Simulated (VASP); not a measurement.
Write the native input for VASP 6.6.1 that does the following.

- Task: single point
- Functional: r2SCAN
- Potentials or basis: VASP PAW PBE potentials, release 64 (Sc_sv, N, La)
- Cutoff: 520 eV
- k mesh: 6 × 6 × 4
- Occupations: fermi-dirac, width 0.02 eV
- Spin: no spin polarisation
- Dipole correction: no
- Further INCAR settings: ALGO = Normal; EDIFF = 1e-06; NBANDS = 24

Crystal: LaScN2.

```
CELL_PARAMETERS angstrom
3.52802 0.00000 0.00000
0.00000 3.52802 0.00000
0.00000 0.00000 4.95312
ATOMIC_POSITIONS crystal
Sc 0.00000 0.00000 0.00000
N 0.00000 0.00000 0.50000
N 0.50000 0.50000 0.00000
La 0.50000 0.50000 0.50000
```

The input as run:

POSCAR

```
LaScN2
1.0
    3.5280190349      0.0000000000      0.0000000000
    0.0000000000      3.5280190349      0.0000000000
    0.0000000000      0.0000000000      4.9531178175
Sc N La
1 2 1
Direct
    0.0000000000      0.0000000000      0.0000000000
    0.0000000000      0.0000000000      0.5000000000
    0.5000000000      0.5000000000      0.0000000000
    0.5000000000      0.5000000000      0.5000000000
```

INCAR.step1

```
PREC = Accurate ; ENCUT = 520
ISMEAR = -1 ; SIGMA = 0.02
LREAL = False ; LASPH = True
NELM = 80 ; NBANDS = 24
GGA = PE ; ALGO = Normal
EDIFF = 1E-4 ; LWAVE = True
LCHARG = False
```

INCAR.step2

```
PREC = Accurate ; ENCUT = 520
EDIFF = 1E-6 ; ISMEAR = -1
SIGMA = 0.02 ; LREAL = False
LASPH = True ; NELM = 80
ALGO = Normal ; ISIF = 2
LWAVE = False ; LCHARG = False
METAGGA = R2SCAN ; LMIXTAU = True
NBANDS = 24 ; ISTART = 1
```

KPOINTS

```
Automatic mesh
0
Gamma
  6 6 4
```

Potentials or basis: VASP PAW PBE potentials, release 64 (Sc_sv, N, La).

The run is started by

```sh
$ cat potpaw_PBE.64/Sc_sv/POTCAR potpaw_PBE.64/N/POTCAR potpaw_PBE.64/La/POTCAR > POTCAR
$ cp INCAR.step1 INCAR
$ mpirun -np 1 vasp_std > vasp.out
$ cp INCAR.step2 INCAR
$ mpirun -np 1 vasp_std > vasp.out
```

Results of the run:

The pressure is -0.2 GPa and the band gap on the k mesh is zero (band 16 reaches 7.02 eV, above the bottom of band 17 at 6.96 eV).

Caveat: the PAW data sets were made with another functional, which shifts forces and pressure a little; spin-orbit coupling is left out, which moves the levels of the heavy elements.

Wall time 5.2 min on 1 thread of Intel(R) Xeon(R) Platinum 8488C (Sapphire Rapids), with other jobs on the host, peak memory 0.22 GiB.
